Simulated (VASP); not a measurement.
# SnO2 (Fm-3m) in VASP: notebook

Aim: see how the results for SnO2 move with the level of theory and the settings. Levels: BLYP, PBEsol, PBE-based screened hybrid with 25 % exact exchange. Tasks: relaxation of cell and atoms, single point.

Everything below comes from runs of VASP 6.6.1. Logs are shortened: lines on timing, memory, paths and dates and some standing lists are left out, and cuts for length are marked.

## 1. The cell of the first run

The structure is cubic, space group Fm-3m (No. 225). Conventional cell: a = 5.148 Å, b = 5.148 Å, c = 5.148 Å, α = 90.00°, β = 90.00°, γ = 90.00°. Sn (site symmetry m-3m) has 8 O at 2.23 Å within 2.9 Å. Within 2.9 Å of O (site symmetry -43m) lie 4 Sn at 2.23 Å and 6 O at 2.57 Å.

## 2. Relaxation of cell and atoms, BLYP

The input, INCAR:

```
PREC = Accurate
ENCUT = 600
EDIFF = 1E-7
ISMEAR = -1
SIGMA = 0.05
LREAL = F
LASPH = T
NELM = 60
ALGO = Normal
ISIF = 3
LWAVE = F
LCHARG = F
GGA = B5
ALDAX = 1.0
AGGAX = 1.0
AGGAC = 1.0
ALDAC = 0.0
IBRION = 2
NSW = 60
EDIFFG = -0.01
```

The input, KPOINTS:

```
Automatic mesh
0
Gamma
  9 9 9
```

The input, POSCAR:

```
SnO2
1.0
    0.0000000000      2.5741500000      2.5741500000
    2.5741500000      0.0000000000      2.5741500000
    2.5741500000      2.5741500000      0.0000000000
Sn O
1 2
Direct
    0.0000000000      0.0000000000      0.0000000000
    0.7500000000      0.7500000000      0.7500000000
    0.2500000000      0.2500000000      0.2500000000
```

Potentials or basis: VASP PAW PBE potentials, release 64 (Sn_d, O).

Launch:

```bash
$ cat potpaw_PBE.64/Sn_d/POTCAR potpaw_PBE.64/O/POTCAR > POTCAR
$ mpirun -np 1 vasp_std > vasp.out
```

OUTCAR:

```text
PREC = Accurate
   ENCUT = 600
   EDIFF = 1E-7
   ISMEAR = -1
   LREAL = F
   LASPH = T
   NELM = 60
   ISIF = 3
   GGA = B5
   IBRION = 2
   NSW = 60
   EDIFFG = -0.01

 ion  position               nearest neighbor table
   1  0.000  0.000  0.000-   2 2.23   3 2.23   2 2.23   2 2.23   2 2.23   3 2.23   3 2.23   3 2.23

   2  0.750  0.750  0.750-   1 2.23   1 2.23   1 2.23   1 2.23
   3  0.250  0.250  0.250-   1 2.23   1 2.23   1 2.23   1 2.23

  LATTYP: Found a face centered cubic cell.
 ALAT       =     5.1483000000

  Lattice vectors:

 A1 = (   0.0000000000,   2.5741500000,   2.5741500000)
 A2 = (   2.5741500000,   0.0000000000,   2.5741500000)
 A3 = (   2.5741500000,   2.5741500000,   0.0000000000)

Analysis of symmetry for initial positions (statically):
=====================================================================
 Subroutine PRICEL returns:
 Original cell was already a primitive cell.

 Routine SETGRP: Setting up the symmetry group for a
 face centered cubic supercell.

 Subroutine GETGRP returns: Found 48 space group operations
 (whereof 48 operations were pure point group operations)
 out of a pool of 48 trial point group operations.

The static configuration has the point symmetry O_h .

Analysis of symmetry for dynamics (positions and initial velocities):
=====================================================================
 Subroutine PRICEL returns:
 Original cell was already a primitive cell.

 Routine SETGRP: Setting up the symmetry group for a
 face centered cubic supercell.

 Subroutine GETGRP returns: Found 48 space group operations
 (whereof 48 operations were pure point group operations)
 out of a pool of 48 trial point group operations.

The dynamic configuration has the point symmetry O_h .

 Subroutine INISYM returns: Found 48 space group operations
 (whereof 48 operations are pure point group operations),
 and found     1 'primitive' translations

----------------------------------------------------------------------------------------

                                     Primitive cell

  volume of cell :      34.1139

  direct lattice vectors                    reciprocal lattice vectors
     0.000000000  2.574150000  2.574150000    -0.194238875  0.194238875  0.194238875
     2.574150000  0.000000000  2.574150000     0.194238875 -0.194238875  0.194238875
     2.574150000  2.574150000  0.000000000     0.194238875  0.194238875 -0.194238875

  length of vectors
     3.640397842  3.640397842  3.640397842     0.336431600  0.336431600  0.336431600

  position of ions in fractional coordinates (direct lattice)
     0.000000000  0.000000000  0.000000000
     0.750000000  0.750000000  0.750000000
     0.250000000  0.250000000  0.250000000

  ion indices of the primitive-cell ions
   primitive index   ion index
                 1           1
                 2           2
                 3           3

----------------------------------------------------------------------------------------

 KPOINTS: Automatic mesh

Automatic generation of k-mesh.
 Grid dimensions read from file:
 generate k-points for:    9    9    9

 Generating k-lattice:

  Cartesian coordinates                     Fractional coordinates (reciprocal lattice)
    -0.021582097  0.021582097  0.021582097     0.111111111  0.000000000  0.000000000
     0.021582097 -0.021582097  0.021582097     0.000000000  0.111111111  0.000000000
     0.021582097  0.021582097 -0.021582097     0.000000000  0.000000000  0.111111111

  Length of vectors
     0.037381289  0.037381289  0.037381289

  Shift w.r.t. Gamma in fractional coordinates (k-lattice)
     0.000000000  0.000000000  0.000000000

 Subroutine IBZKPT returns following result:
 ===========================================

 Found     35 irreducible k-points:

 Following reciprocal coordinates:
            Coordinates               Weight
  0.000000  0.000000  0.000000      1.000000
  0.111111  0.000000  0.000000      8.000000
  0.222222  0.000000  0.000000      8.000000
  0.333333  0.000000  0.000000      8.000000
  0.444444  0.000000  0.000000      8.000000
  0.111111  0.111111  0.000000      6.000000
[... 16 lines left out ...]
 -0.333333  0.333333  0.000000     12.000000
  0.444444  0.444444  0.000000      6.000000
 [... further k-points ...]
   k-points           NKPTS =     35   k-points in BZ     NKDIM =     35   number of bands    NBANDS=     17
   number of dos      NEDOS =    301   number of ions     NIONS =      3
   total plane-waves  NPLWV =  27000
   dimension x,y,z NGX =    30 NGY =   30 NGZ =   30
   dimension x,y,z NGXF=    60 NGYF=   60 NGZF=   60
   ions per type =               1   2
   NGX,Y,Z   is equivalent  to a cutoff of  13.70, 13.70, 13.70 a.u.
   NGXF,Y,Z  is equivalent  to a cutoff of  27.40, 27.40, 27.40 a.u.
 SYSTEM =  unknown system
   PREC   = accura    normal or accurate (medium, high low for compatibility)
   ISTART =      0    job   : 0-new  1-cont  2-samecut
   ICHARG =      2    charge: 1-file 2-atom 10-const
   ISPIN  =      1    spin polarized calculation?
   LNONCOLLINEAR =      F non collinear calculations
   LSORBIT =      F    spin-orbit coupling
   LASPH  =      T    aspherical Exc in radial PAW
   ENCUT  =  600.0 eV  44.10 Ry    6.64 a.u.   7.27  7.27  7.27*2*pi/ulx,y,z
   NELM   =     60;   NELMIN=  2; NELMDL= -5     # of ELM steps
   EDIFF  = 0.1E-06   stopping-criterion for ELM
   LREAL  =      F    real-space projection
   EDIFFG = -.1E-01   stopping-criterion for IOM
   NSW    =     60    number of steps for IOM
   IBRION =      2    ionic relax: 0-MD 1-quasi-New 2-CG
   NFREE  =      1    steps in history (QN), initial steepest desc. (CG)
   ISIF   =      3    stress and relaxation
   ISYM   =      2    0-nonsym 1-usesym 2-fastsym
   POTIM  = 0.5000    time-step for ionic-motion
   TEBEG  =    0.0;   TEEND  =   0.0 temperature during run
   PSTRESS=    0.0 pullay stress
   NELECT =      26.0000    total number of electrons
   NUPDOWN=      -1.0000    fix difference up-down
   EMIN   =  10.00;   EMAX   =-10.00  energy-range for DOS
   EFERMI =   0.00;   METHOD = LEGACY
   ISMEAR =    -1;   SIGMA  =   0.05  broadening in eV -4-tet -1-fermi 0-gaus
   EFERMI_NEDOS =   21; number of points for ismear=-14 and -15
   IALGO  =     38    algorithm
   IMIX   =      4    mixing-type and parameters
     AMIX     =   0.40;   BMIX     =  1.00
     AMIX_MAG =   1.60;   BMIX_MAG =  1.00
  volume/ion in A,a.u.               =      11.37        76.74
  Fermi-wavevector in a.u.,A,eV,Ry     =   1.495393  2.825884 30.425363  2.236201
  Thomas-Fermi vector in A             =   2.607544
   LORBIT       =      0    0 simple, 1 ext, 2 COOP (PROOUT), +10 PAW based schemes
   GGA     = B5    functional components
   LHFCALC =     F    Hartree Fock is set to
   AEXX    =    0.0000 exact exchange contribution
   IVDW    =     0    specifies the selected vdW correction
   LEPSILON=     F    determine dielectric tensor
   LRPA    =     F    only Hartree local field effects (RPA)
 conjugate gradient relaxation of ions
 non-spin polarized calculation
  energy-cutoff  :      600.00
  volume of cell :       34.11
 maximum number of plane-waves:      1155
 NGX is ok and might be reduce to    30
   NGX = 15   NGY = 15   NGZ = 15

--------------------------------------- Ionic step        1  -------------------------------------------

 number of electron      25.9999995 magnetization

 Free energy of the ion-electron system (eV)
  ---------------------------------------------------
  ext. energy  EPLUGINS =         0.00000000
  ---------------------------------------------------
  free energy    TOTEN  =       -16.59197895 eV

  energy without entropy =      -16.59119602  energy(sigma->0) =      -16.59158748

------------------------ aborting loop because EDIFF is reached ----------------------------------------

  FORCE on cell =-STRESS in cart. coord.  units (eV):
  Direction    XX          YY          ZZ          XY          YZ          ZX
  --------------------------------------------------------------------------------------
  -------------------------------------------------------------------------------------
  Total        1.3511097      1.3511097      1.3511097      0.0000000     -0.0000000     -0.0000000
  in kB       63.4555535     63.4555535     63.4555535      0.0000000     -0.0000000     -0.0000000
  external PRESSURE =      63.4555535 kB  Pullay stress =       0.0000000 kB
[... 59 lines left out ...]
  energy  without entropy=      -16.5986483794  energy(sigma->0) =      -16.59904730

--------------------------------------- Ionic step        3  -------------------------------------------

 number of electron      25.9999999 magnetization

 Free energy of the ion-electron system (eV)
  ---------------------------------------------------
  ext. energy  EPLUGINS =         0.00000000
  ---------------------------------------------------
  free energy    TOTEN  =       -16.61517697 eV

  energy without entropy =      -16.61438640  energy(sigma->0) =      -16.61478169

 E-fermi :   7.3326     XC(G=0): -10.9622

 val. band max:        7.1180108479   @ k =  -0.3333   0.4444   0.1111
 cond. band min:       8.0319371603   @ k =   0.1111   0.0000   0.0000
 fundamental gap:      0.9139263123
 Fermi energy:         7.3326291236

 k-point     1 :       0.0000    0.0000    0.0000
  band No.  band energies     occupation
      1     -13.3629      2.00000
      2     -13.3629      2.00000
      3     -13.3629      2.00000
      4     -13.2548      2.00000
      5     -13.2548      2.00000
      6     -11.6851      2.00000
[... 9 lines left out ...]
     16      14.1541      0.00000
     17      14.1541      0.00000
[... 443 lines left out ...]
      1     -13.7617      2.00000
      2     -13.3050      2.00000
      3     -13.2453      2.00000
      4     -13.2453      2.00000
      5     -13.2219      2.00000
      6     -10.2209      2.00000
[... 9 lines left out ...]
     16      17.3046      0.00000
     17      18.4410      0.00000

 [... further k-points ...]

------------------------ aborting loop because EDIFF is reached ----------------------------------------

  FORCE on cell =-STRESS in cart. coord.  units (eV):
  Direction    XX          YY          ZZ          XY          YZ          ZX
  --------------------------------------------------------------------------------------
  -------------------------------------------------------------------------------------
  Total       -0.0083307     -0.0083307     -0.0083307      0.0000000      0.0000000      0.0000000
  in kB       -0.3777975     -0.3777975     -0.3777975      0.0000000      0.0000000      0.0000000
  external PRESSURE =      -0.3777975 kB  Pullay stress =       0.0000000 kB
[... 18 lines left out ...]
  FREE ENERGIE OF THE ION-ELECTRON SYSTEM (eV)
  ---------------------------------------------------
  free  energy   TOTEN  =       -16.6151769735 eV

  energy  without entropy=      -16.6143864048  energy(sigma->0) =      -16.61478169

 reached required accuracy - stopping structural energy minimisation
```

Run time: 3 min. Hardware: 1 thread of Intel Xeon 8259CL, shared host; peak memory 0.19 GiB.

Results:

```yaml
Free_energy: -16.6152 eV
Relaxed_volume: 11.78 Å³/atom
Relaxed_cell: a = 3.683 Å, b = 3.683 Å, c = 3.683 Å, α = 60.00°, β = 60.00°, γ = 60.00°
Space_group_after_relaxing_to_0.1_Å: Fm-3m (No. 225)
Energy_gained_by_relaxing: 7.7 meV/atom
Ionic_steps: 3
Pressure_after_relaxing: 0.0 GPa
Band_gap_on_the_k_mesh: zero (bands 13 and 14 overlap by 0.39 eV)
```

The path:
```
step  energy change (eV)  largest force (eV/Å)  pressure (GPa)  volume (Å³)
   1              0.0000                0.0000            6.35        34.11
   2             -0.0075                0.0000           -4.61        36.39
   3             -0.0232                0.0000           -0.04        35.33
```

Final structure:
```yaml
crystal:
  lattice:
    - [0.00000, 2.60436, 2.60436]
    - [2.60436, 0.00000, 2.60436]
    - [2.60436, 2.60436, 0.00000]
  atoms:
    - { symbol: Sn, position: [0.00000, 0.00000, 0.00000] }
    - { symbol: O, position: [0.75000, 0.75000, 0.75000] }
    - { symbol: O, position: [0.25000, 0.25000, 0.25000] }
```

Caveat: semilocal functionals underestimate gaps, so a narrow gap can read as zero; the PAW data sets were made with another functional, which shifts forces and pressure a little; spin-orbit coupling is left out, which moves the levels of the heavy elements.

## 3. Single point, PBEsol, non-collinear spin, zero start, spin-orbit coupling

The input, INCAR:

```
PREC = Accurate ; ENCUT = 520
EDIFF = 1E-6 ; ISMEAR = -1
SIGMA = 0.05 ; LREAL = F
LASPH = T ; NELM = 150
ALGO = Normal ; ISIF = 2
LWAVE = F ; LCHARG = F
LNONCOLLINEAR = T ; MAGMOM = 0 0 0 0 0 0 0 0 0
LORBIT = 11 ; LSORBIT = T
GGA_COMPAT = F ; LORBMOM = T
GGA = PS ; NBANDS = 39
```

The input, KPOINTS:

```
Automatic mesh
0
Gamma
  7 7 7
```

POSCAR is that of step 2.

Potentials or basis: VASP PAW PBE potentials, release 64 (Sn_d, O).

Launch:

```bash
$ cat potpaw_PBE.64/Sn_d/POTCAR potpaw_PBE.64/O/POTCAR > POTCAR
$ mpirun -np 1 vasp_ncl > vasp.out
```

Wall time 2.1 min (1 thread of Intel Xeon 8259CL, shared host); peak memory 0.26 GiB.

It converged, with:

- Free energy: -19.1899 eV
- Pressure: -6.5 GPa
- Net moment: 0.00 μB per cell
- Valence electrons inside the program's atomic spheres: Sn 12.04; O 5.00

Moments on the atoms (μB; x, y, z):
```
Sn  0.00 0.00 0.00
O   0.00 0.00 0.00
O   0.00 0.00 0.00
```

Caveat: the cell stands under tension; the PAW data sets were made with another functional, which shifts forces and pressure a little.

## 4. Single point, PBE-based screened hybrid with 25 % exact exchange

POSCAR is that of step 3.

The input, INCAR.step1:

```
  ALGO = Normal
  EDIFF = 1E-5
  ENCUT = 520
  GGA = PE
  ISIF = 2
  ISMEAR = -1
  LASPH = T
  LCHARG = F
  LREAL = F
  LWAVE = T
  NBANDS = 20
  NELM = 60
  PREC = Accurate
  SIGMA = 0.05
```

The input, INCAR.step2:

```
  AEXX = 0.25
  ALGO = Normal
  EDIFF = 1E-7
  ENCUT = 520
  GGA = PE
  HFSCREEN = 0.1
  ISIF = 2
  ISMEAR = -1
  ISTART = 1
  LASPH = T
  LCHARG = F
  LHFCALC = T
  LREAL = F
  LWAVE = F
  NBANDS = 20
  NELM = 60
  PREC = Accurate
  PRECFOCK = Normal
  SIGMA = 0.05
```

The input, KPOINTS:

```
k-points
0
Gamma
  5 5 5
```

Launch:

```bash
$ cat potpaw_PBE.64/Sn_d/POTCAR potpaw_PBE.64/O/POTCAR > POTCAR
$ cp INCAR.step1 INCAR
$ mpirun -np 1 vasp_std > vasp.out
$ cp INCAR.step2 INCAR
$ mpirun -np 1 vasp_std > vasp.out
```

Wall time 64 min (1 thread of Oxide Virtual Turin-like, shared host); peak memory 0.23 GiB.

The run converged. Its results:

```yaml
Free_energy: -23.5352 eV
Pressure: -12.1 GPa
Band_gap_on_the_k_mesh: 1.60 eV (least direct gap 2.84 eV)
```

Levels at points of the mesh, in eV from the valence-band top:
```tsv
k point	band 9	band 10	band 11	band 12	band 13	band 14	band 15	band 16	band 17	band 18
(0.00, 0.00, 0.00)	-2.92	-2.92	-1.24	-1.24	-1.24	1.60	9.11	9.11	9.11	15.39
```

Caveat: the k points lie up to 0.42 Å⁻¹ apart; the PAW data sets were made with another functional, which shifts forces and pressure a little; spin-orbit coupling is left out, which moves the levels of the heavy elements; an odd mesh through Γ misses points on the zone boundary, where band edges can lie.

## 5. The runs side by side

```csv
task,level,spin,cell,k mesh,cutoff (eV),grid for exact exchange (PRECFOCK),share of exact exchange,screening parameter,gap on the mesh (eV),pressure (GPa)
relaxation of cell and atoms,BLYP,off,relaxed,9 × 9 × 9,600,-,-,-,none,0.0
single point,PBEsol,"non-collinear, zero start, SOC",as given,7 × 7 × 7,520,-,-,-,-,-6.5
single point,PBE-based screened hybrid with 25 % exact exchange,off,as given,5 × 5 × 5,520,Normal,0.25,0.1 1/Å,1.60,-12.1
```

Alike in all rows: potentials or basis VASP PAW PBE potentials, release 64 (Sn_d, O); smearing fermi-dirac 0.05 eV.

Caveats: some runs use coarse meshes; the PAW data sets were made with another functional, which shifts forces and pressure a little; spin-orbit coupling is left out, which moves the levels of the heavy elements (at least some runs); semilocal functionals underestimate gaps, so a narrow gap can read as zero (at least some runs); the cell stands under tension (at least some runs); an odd mesh through Γ misses points on the zone boundary, where band edges can lie (at least some runs).

Absolute energies hang on the potentials; compare differences alone.
